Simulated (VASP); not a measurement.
A run of VASP 6.6.1 is set up as follows.

The input INCAR:

```
PREC = Accurate
ENCUT = 520
EDIFF = 1E-6
ISMEAR = -1
SIGMA = 0.05
LREAL = F
LASPH = T
NELM = 150
ALGO = Normal
ISIF = 2
LWAVE = F
LCHARG = F
ISPIN = 2
MAGMOM = 2 2 0 0
LORBIT = 11
LMAXMIX = 4
LDAU = T
LDAUTYPE = 2
LDAUL = 2 -1
LDAUU = 6.2 0
LDAUJ = 0 0
LDAUPRINT = 1
GGA = PE
NBANDS = 28
```

KPOINTS

```
Automatic mesh
0
Gamma
  8 8 8
```

Contents of POSCAR:

```
NiO
1.0
    4.1900600000      2.0950300000      2.0950300000
    2.0950300000      4.1900600000      2.0950300000
    2.0950300000      2.0950300000      4.1900600000
Ni O
2 2
Direct
    0.0000000000      0.0000000000      0.0000000000
    0.5000000000      0.5000000000      0.5000000000
    0.2500000000      0.2500000000      0.2500000000
    0.7500000000      0.7500000000      0.7500000000
```

Potentials or basis: VASP PAW PBE potentials, release 64 (Ni, O).

Launch:

```console
$ cat potpaw_PBE.64/Ni/POTCAR potpaw_PBE.64/O/POTCAR > POTCAR
$ mpirun -np 1 vasp_std > vasp.out
```

Question: Predict the site moments.

Answer: Ni +1.82; O +0.17 μB.

Question: Predict the band gap on the k mesh.

Answer: 2.54 eV.

Eigenvalues of the final occupation matrices:
```tsv
site	spin	trace	eigenvalues
site 1 d	1	5.02	0.98 0.98 0.98 1.04 1.04
site 1 d	2	3.22	0.14 0.14 0.98 0.98 0.98
site 2 d	1	5.02	0.98 0.98 0.98 1.04 1.04
site 2 d	2	3.22	0.14 0.14 0.98 0.98 0.98
```

The state reached can hang on the start; a lower one may exist.

**Measured values to compare with.**

“Local correlations, non-local screening, multiplets, and band formation in NiO”, 2012, arxiv:1210.6675 quotes, for a bulk crystal of NiO: band gap 4.3 eV.

Measured gap of NiO: 4.3 eV (quoted in “Local correlations, non-local screening, multiplets, and band formation in NiO”, 2012, arxiv:1210.6675). This calculation gives 2.54 eV (-1.76 eV). The value is that of PBE+U on a finite k mesh, which can miss the band edges, without temperature or zero-point motion. The run's magnetic order (collinear spin, ferromagnetic start) needn't be the measured crystal's.
